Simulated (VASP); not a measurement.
# Cs2SnI6 (Fm-3m) in VASP: single point with PBE

Aim: the single point of Cs2SnI6 with PBE.

Everything below comes from runs of VASP 6.6.1. Logs are shortened: lines on timing, memory, paths and dates and some standing lists are left out, and cuts for length are marked.

## 1. The cell of the first run

The structure is cubic, space group Fm-3m (No. 225). Conventional cell: a = 11.630 Å, b = 11.630 Å, c = 11.630 Å, α = 90.00°, β = 90.00°, γ = 90.00°. Cs (site symmetry -43m) has 12 I at 4.11 Å and 4 Sn at 5.04 Å within 5.4 Å. Within 3.8 Å of Sn (site symmetry m-3m) lie 6 I at 2.89 Å. I (site symmetry 4mm) has 1 Sn at 2.89 Å within 3.8 Å.

## 2. Single point, PBE

The input, INCAR:

```
SYSTEM = Cs2SnI6
PREC = Accurate
ENCUT = 500
EDIFF = 1E-6
ISMEAR = -1
SIGMA = 0.02
LREAL = .FALSE.
LASPH = .TRUE.
NELM = 120
ALGO = Normal
ISIF = 2
LWAVE = .FALSE.
LCHARG = .FALSE.
GGA = PE
NBANDS = 47
GGA_COMPAT = .FALSE.
```

The input, KPOINTS:

```
regular mesh
0
G
  5 5 5
  0 0 0
```

The input, POSCAR:

```
Cs2SnI6
1.0
    0.0000000000      5.8150000000      5.8150000000
    5.8150000000      0.0000000000      5.8150000000
    5.8150000000      5.8150000000      0.0000000000
Cs Sn I
2 1 6
Direct
    0.2500000000      0.2500000000      0.2500000000
    0.7500000000      0.7500000000      0.7500000000
    0.0000000000      0.0000000000      0.0000000000
    0.7512468974      0.2487531026      0.2487531026
    0.2487531026      0.7512468974      0.2487531026
    0.2487531026      0.7512468974      0.7512468974
    0.7512468974      0.2487531026      0.7512468974
    0.2487531026      0.2487531026      0.7512468974
    0.7512468974      0.7512468974      0.2487531026
```

Potentials or basis: VASP PAW PBE potentials, release 64 (Cs_sv, Sn_d, I).

Run with:

```bash
$ cat potpaw_PBE.64/Cs_sv/POTCAR potpaw_PBE.64/Sn_d/POTCAR potpaw_PBE.64/I/POTCAR > POTCAR
$ mpirun -np 1 vasp_std > vasp.out
```

OUTCAR:

```text
SYSTEM = Cs2SnI6
   PREC = Accurate
   ENCUT = 500
   EDIFF = 1E-6
   ISMEAR = -1
   LREAL = .FALSE.
   LASPH = .TRUE.
   NELM = 120
   ISIF = 2
   GGA = PE

 ion  position               nearest neighbor table
   1  0.250  0.250  0.250-
   2  0.750  0.750  0.750-
   3  0.000  0.000  0.000-   4 2.89   5 2.89   6 2.89   7 2.89   8 2.89   9 2.89
   4  0.751  0.249  0.249-   3 2.89
   5  0.249  0.751  0.249-   3 2.89
   6  0.249  0.751  0.751-   3 2.89
   7  0.751  0.249  0.751-   3 2.89
   8  0.249  0.249  0.751-   3 2.89
   9  0.751  0.751  0.249-   3 2.89

  LATTYP: Found a face centered cubic cell.
 ALAT       =    11.6300000000

  Lattice vectors:

 A1 = (   0.0000000000,   5.8150000000,   5.8150000000)
 A2 = (   5.8150000000,   0.0000000000,   5.8150000000)
 A3 = (   5.8150000000,   5.8150000000,   0.0000000000)

Analysis of symmetry for initial positions (statically):
=====================================================================
 Subroutine PRICEL returns:
 Original cell was already a primitive cell.

 Routine SETGRP: Setting up the symmetry group for a
 face centered cubic supercell.

 Subroutine GETGRP returns: Found 48 space group operations
 (whereof 48 operations were pure point group operations)
 out of a pool of 48 trial point group operations.

The static configuration has the point symmetry O_h .

Analysis of symmetry for dynamics (positions and initial velocities):
=====================================================================
 Subroutine PRICEL returns:
 Original cell was already a primitive cell.

 Routine SETGRP: Setting up the symmetry group for a
 face centered cubic supercell.

 Subroutine GETGRP returns: Found 48 space group operations
 (whereof 48 operations were pure point group operations)
 out of a pool of 48 trial point group operations.

The dynamic configuration has the point symmetry O_h .

 Subroutine INISYM returns: Found 48 space group operations
 (whereof 48 operations are pure point group operations),
 and found     1 'primitive' translations

----------------------------------------------------------------------------------------

                                     Primitive cell

  volume of cell :     393.2594

  direct lattice vectors                    reciprocal lattice vectors
     0.000000000  5.815000000  5.815000000    -0.085984523  0.085984523  0.085984523
     5.815000000  0.000000000  5.815000000     0.085984523 -0.085984523  0.085984523
     5.815000000  5.815000000  0.000000000     0.085984523  0.085984523 -0.085984523

  length of vectors
     8.223651865  8.223651865  8.223651865     0.148929562  0.148929562  0.148929562

  position of ions in fractional coordinates (direct lattice)
     0.250000000  0.250000000  0.250000000
     0.750000000  0.750000000  0.750000000
     0.000000000  0.000000000  0.000000000
     0.751246897  0.248753103  0.248753103
     0.248753103  0.751246897  0.248753103
     0.248753103  0.751246897  0.751246897
     0.751246897  0.248753103  0.751246897
     0.248753103  0.248753103  0.751246897
     0.751246897  0.751246897  0.248753103

  ion indices of the primitive-cell ions
   primitive index   ion index
                 1           1
                 2           2
                 3           3
                 4           4
                 5           5
                 6           6
                 7           7
                 8           8
                 9           9

----------------------------------------------------------------------------------------

 KPOINTS: regular mesh

Automatic generation of k-mesh.
 Grid dimensions read from file:
 generate k-points for:    5    5    5

 Generating k-lattice:

  Cartesian coordinates                     Fractional coordinates (reciprocal lattice)
    -0.017196905  0.017196905  0.017196905     0.200000000  0.000000000  0.000000000
     0.017196905 -0.017196905  0.017196905     0.000000000  0.200000000  0.000000000
     0.017196905  0.017196905 -0.017196905     0.000000000  0.000000000  0.200000000

  Length of vectors
     0.029785912  0.029785912  0.029785912

  Shift w.r.t. Gamma in fractional coordinates (k-lattice)
     0.000000000  0.000000000  0.000000000

 Subroutine IBZKPT returns following result:
 ===========================================

 Found     10 irreducible k-points:

 Following reciprocal coordinates:
            Coordinates               Weight
  0.000000  0.000000  0.000000      1.000000
  0.200000  0.000000  0.000000      8.000000
  0.400000  0.000000  0.000000      8.000000
  0.200000  0.200000  0.000000      6.000000
  0.400000  0.200000  0.000000     24.000000
 -0.400000  0.200000  0.000000     24.000000
 -0.200000  0.200000  0.000000     12.000000
  0.400000  0.400000  0.000000      6.000000
 -0.400000  0.400000  0.000000     12.000000
 -0.400000  0.400000  0.200000     24.000000
   k-points           NKPTS =     10   k-points in BZ     NKDIM =     10   number of bands    NBANDS=     47
   number of dos      NEDOS =    301   number of ions     NIONS =      9
   total plane-waves  NPLWV = 216000
   dimension x,y,z NGX =    60 NGY =   60 NGZ =   60
   dimension x,y,z NGXF=   120 NGYF=  120 NGZF=  120
   ions per type =               2   1   6
   NGX,Y,Z   is equivalent  to a cutoff of  12.13, 12.13, 12.13 a.u.
   NGXF,Y,Z  is equivalent  to a cutoff of  24.26, 24.26, 24.26 a.u.
 SYSTEM =  Cs2SnI6
   PREC   = accura    normal or accurate (medium, high low for compatibility)
   ISTART =      0    job   : 0-new  1-cont  2-samecut
   ICHARG =      2    charge: 1-file 2-atom 10-const
   ISPIN  =      1    spin polarized calculation?
   LNONCOLLINEAR =      F non collinear calculations
   LSORBIT =      F    spin-orbit coupling
   LASPH  =      T    aspherical Exc in radial PAW
   ENCUT  =  500.0 eV  36.75 Ry    6.06 a.u.  14.99 14.99 14.99*2*pi/ulx,y,z
   NELM   =    120;   NELMIN=  2; NELMDL= -5     # of ELM steps
   EDIFF  = 0.1E-05   stopping-criterion for ELM
   LREAL  =      F    real-space projection
   EDIFFG = 0.1E-04   stopping-criterion for IOM
   NSW    =      0    number of steps for IOM
   IBRION =     -1    ionic relax: 0-MD 1-quasi-New 2-CG
   NFREE  =      0    steps in history (QN), initial steepest desc. (CG)
   ISIF   =      2    stress and relaxation
   ISYM   =      2    0-nonsym 1-usesym 2-fastsym
   POTIM  = 0.5000    time-step for ionic-motion
   TEBEG  =    0.0;   TEEND  =   0.0 temperature during run
   PSTRESS=    0.0 pullay stress
   NELECT =      74.0000    total number of electrons
   NUPDOWN=      -1.0000    fix difference up-down
   EMIN   =  10.00;   EMAX   =-10.00  energy-range for DOS
   EFERMI =   0.00;   METHOD = LEGACY
   ISMEAR =    -1;   SIGMA  =   0.02  broadening in eV -4-tet -1-fermi 0-gaus
   EFERMI_NEDOS =   21; number of points for ismear=-14 and -15
   IALGO  =     38    algorithm
   IMIX   =      4    mixing-type and parameters
     AMIX     =   0.40;   BMIX     =  1.00
     AMIX_MAG =   1.60;   BMIX_MAG =  1.00
  volume/ion in A,a.u.               =      43.70       294.87
  Fermi-wavevector in a.u.,A,eV,Ry     =   0.938121  1.772792 11.974102  0.880072
  Thomas-Fermi vector in A             =   2.065301
   LORBIT       =      0    0 simple, 1 ext, 2 COOP (PROOUT), +10 PAW based schemes
   GGA     = PE    functional components
   LHFCALC =     F    Hartree Fock is set to
   AEXX    =    0.0000 exact exchange contribution
   IVDW    =     0    specifies the selected vdW correction
   LEPSILON=     F    determine dielectric tensor
   LRPA    =     F    only Hartree local field effects (RPA)
 non-spin polarized calculation
  energy-cutoff  :      500.00
  volume of cell :      393.26
 maximum number of plane-waves:     10010
   NGX = 29   NGY = 29   NGZ = 29

 number of electron      73.9999993 magnetization

 Free energy of the ion-electron system (eV)
  ---------------------------------------------------
  ext. energy  EPLUGINS =         0.00000000
  ---------------------------------------------------
  free energy    TOTEN  =       -22.85625245 eV

  energy without entropy =      -22.85506880  energy(sigma->0) =      -22.85566063

 E-fermi :   1.9704     XC(G=0):  -7.9628

 val. band max:        1.9297857150   @ k =   0.0000   0.0000   0.0000
 cond. band min:       2.3367068150   @ k =   0.2000   0.0000   0.0000
 fundamental gap:      0.4069211000
 Fermi energy:         1.9704015037

 k-point     1 :       0.0000    0.0000    0.0000
  band No.  band energies     occupation
      1     -19.4977      2.00000
      2     -19.4977      2.00000
      3     -19.4512      2.00000
      4     -19.4512      2.00000
      5     -19.4512      2.00000
      6     -18.4907      2.00000
[... 39 lines left out ...]
     46       7.0028      0.00000
     47       7.0028      0.00000

 k-point     2 :       0.2000    0.0000    0.0000
  band No.  band energies     occupation
      1     -19.4977      2.00000
      2     -19.4977      2.00000
      3     -19.4512      2.00000
      4     -19.4512      2.00000
      5     -19.4512      2.00000
      6     -18.4903      2.00000
[... 39 lines left out ...]
     46       7.2595      0.00000
     47       7.3259      0.00000

 k-point     3 :       0.4000    0.0000    0.0000
  band No.  band energies     occupation
      1     -19.4977      2.00000
      2     -19.4977      2.00000
      3     -19.4512      2.00000
      4     -19.4512      2.00000
      5     -19.4512      2.00000
      6     -18.4892      2.00000
[... 339 lines left out ...]
     46       8.0883      0.00000
     47       8.2230      0.00000

 k-point    10 :      -0.4000    0.4000    0.2000
  band No.  band energies     occupation
      1     -19.4977      2.00000
      2     -19.4977      2.00000
      3     -19.4512      2.00000
      4     -19.4512      2.00000
      5     -19.4512      2.00000
      6     -18.4889      2.00000
[... 39 lines left out ...]
     46       7.9587      0.00000
     47       8.0404      0.00000

------------------------ aborting loop because EDIFF is reached ----------------------------------------

  FORCE on cell =-STRESS in cart. coord.  units (eV):
  Direction    XX          YY          ZZ          XY          YZ          ZX
  --------------------------------------------------------------------------------------
  -------------------------------------------------------------------------------------
  Total        2.5954526      2.5954526      2.5954526      0.0000000     -0.0000000      0.0000000
  in kB       10.5741270     10.5741270     10.5741270      0.0000000     -0.0000000      0.0000000
  external PRESSURE =      10.5741270 kB  Pullay stress =       0.0000000 kB

 VOLUME and BASIS-vectors are now :
 -----------------------------------------------------------------------------
  energy-cutoff  :      500.00
  volume of cell :      393.26
      direct lattice vectors                 reciprocal lattice vectors
     0.000000000  5.815000000  5.815000000    -0.085984523  0.085984523  0.085984523
     5.815000000  0.000000000  5.815000000     0.085984523 -0.085984523  0.085984523
     5.815000000  5.815000000  0.000000000     0.085984523  0.085984523 -0.085984523

 POSITION                                       TOTAL-FORCE (eV/Angst)
 -----------------------------------------------------------------------------------
      2.90750      2.90750      2.90750        -0.000000     -0.000000      0.000000
      8.72250      8.72250      8.72250        -0.000000     -0.000000      0.000000
      0.00000      0.00000      0.00000        -0.000000     -0.000000      0.000000
      2.89300      5.81500      5.81500         0.005499     -0.000000      0.000000
      5.81500      2.89300      5.81500        -0.000000      0.005499      0.000000
      8.73700      5.81500      5.81500        -0.005499     -0.000000      0.000000
      5.81500      8.73700      5.81500        -0.000000     -0.005499      0.000000
      5.81500      5.81500      2.89300        -0.000000     -0.000000      0.005499
      5.81500      5.81500      8.73700        -0.000000     -0.000000     -0.005499
 -----------------------------------------------------------------------------------
    total drift:                               -0.000000     -0.000000     -0.000000

  FREE ENERGIE OF THE ION-ELECTRON SYSTEM (eV)
  ---------------------------------------------------
  free  energy   TOTEN  =       -22.8562524501 eV

  energy  without entropy=      -22.8550688004  energy(sigma->0) =      -22.85566063
```

Run time: 2.7 min. Hardware: 1 thread of Intel Xeon Platinum 8488C (Sapphire Rapids), shared host; peak memory 0.59 GiB.

What came out:

```
Free energy            : -22.8563 eV
Pressure               : 1.1 GPa
Largest force          : 0.005 eV/Å
Band gap on the k mesh : zero (filled and empty bands touch)
```

Forces on the atoms (eV/Å):
```
Cs   0.000  0.000  0.000
Cs   0.000  0.000  0.000
Sn   0.000  0.000  0.000
I    0.005  0.000  0.000
I    0.000  0.005  0.000
I   -0.005  0.000  0.000
I    0.000 -0.005  0.000
I    0.000  0.000  0.005
I    0.000  0.000 -0.005
```

Caveat: spin-orbit coupling is left out, which moves the levels of the heavy elements.
